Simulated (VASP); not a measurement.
Crystal: KI.

```
K I
1.0
     0.00000    3.96589    3.96589
     3.96589    0.00000    3.96589
     3.96589    3.96589    0.00000
K I
1 1
Direct
  0.00000 0.00000 0.00000
  0.25000 0.25000 0.25000
```

Base run:

* Program: VASP 6.6.1
* Functional: PBE
* Potentials or basis: VASP PAW PBE potentials, release 64 (K_sv, I)
* Cutoff: 520 eV
* k mesh: 6 × 6 × 6
* Occupations: gaussian, width 0.01 eV
* Spin: no spin polarisation

Its results: band gap on the k mesh 3.93 eV, indirect (the least direct gap lies 3.1 meV higher); pressure 0.2 GPa.

**Question.** The run is repeated on the same cell with these changes: functional from PBE to r2SCAN; further incar settings from ALGO = Normal; EDIFF = 1e-06; NBANDS = 15 to ALGO = Normal; EDIFF = 1e-07; NBANDS = 15. What comes out?

**Answer.** Band gap on the k mesh 4.47 eV, indirect (the least direct gap lies 2.7 meV higher); pressure 0.0 GPa.

Caveats: spin-orbit coupling is left out, which moves the levels of the heavy elements; the PAW data sets were made with another functional, which shifts forces and pressure a little (some runs).

A k mesh can miss the band edges.
